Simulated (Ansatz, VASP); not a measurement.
ZnS: VASP beside Ansatz

```
Zn S
1.0
     3.84702    0.00000    0.00000
    -1.92351    3.33162    0.00000
     0.00000    0.00000   18.87315
Zn S
6 6
Direct
  0.00000 0.00000 0.00003
  0.00000 0.00000 0.50003
  0.33333 0.66667 0.16679
  0.66667 0.33333 0.66679
  0.66667 0.33333 0.33327
  0.33333 0.66667 0.83327
  0.00000 0.00000 0.12511
  0.00000 0.00000 0.62511
  0.33333 0.66667 0.29164
  0.66667 0.33333 0.79164
  0.66667 0.33333 0.45815
  0.33333 0.66667 0.95815
```

Alike in both runs: functional PBE; k mesh 12 × 12 × 2; occupations gaussian, width 0.02 eV; no spin polarisation.

Ansatz relaxed the structure, and its values are those at the end. VASP's run is a single point on that final structure, the one shown.

|  | VASP | Ansatz |
| --- | --- | --- |
| version | VASP 6.6.1 | Ansatz 0.2.0 |
| potentials or method | VASP PAW PBE potentials, release 64 (Zn, S), cutoff 520 eV | scalar-relativistic, plane waves, PAW |
| valence electrons in the cell | 108 | 108 |

```tsv
	VASP	Ansatz	Ansatz less VASP
gap on the k mesh at the Fermi level (eV)	2.04	2.04	-0.004
least direct gap on the mesh (eV)	2.04	2.04	-0.004
pressure (GPa)	0.2	0.0	-0.14
```
